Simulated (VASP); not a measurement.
Set up this calculation in VASP 6.6.1, as the native input.

- Task: single point
- Functional: PBEsol
- Potentials or basis: VASP PAW PBE potentials, release 64 (Pb_d, Se)
- Cutoff: 520 eV
- k mesh: 8 × 8 × 8
- Occupations: fermi-dirac, width 0.05 eV
- Spin: no spin polarisation
- Dipole correction: no
- Further INCAR settings: ALGO = Normal; EDIFF = 1e-06; NBANDS = 17

The structure of PbSe (Clausthalite) lies in POSCAR:

```
PbSe
1.0
    0.0000000000      3.0509595989      3.0509595989
    3.0509595989      0.0000000000      3.0509595989
    3.0509595989      3.0509595989      0.0000000000
Pb Se
1 1
Direct
    0.0000000000      0.0000000000      0.0000000000
    0.5000000000      0.5000000000      0.5000000000
```

The input as run:

INCAR

```
  PREC = Accurate
  ENCUT = 520
  EDIFF = 1E-6
  ISMEAR = -1
  SIGMA = 0.05
  LREAL = F
  LASPH = T
  NELM = 100
  ALGO = Normal
  ISIF = 2
  LWAVE = F
  LCHARG = F
  GGA = PS
  NBANDS = 17
```

KPOINTS

```
Automatic mesh
0
Gamma
  8 8 8
```

Potentials or basis: VASP PAW PBE potentials, release 64 (Pb_d, Se).

Command:

```bash
$ cat potpaw_PBE.64/Pb_d/POTCAR potpaw_PBE.64/Se/POTCAR > POTCAR
$ mpirun -np 1 vasp_std > vasp.out
```

It gave:

The pressure is 0.0 GPa and the band gap on the k mesh is 0.17 eV, direct.

Caveat: the PAW data sets were made with another functional, which shifts forces and pressure a little; spin-orbit coupling is left out, which moves the levels of the heavy elements.

Run time: 10 s on 1 thread of AMD EPYC 9R45 96-Core Processor (Zen 5), with other jobs on the host, peak memory 0.16 GiB.
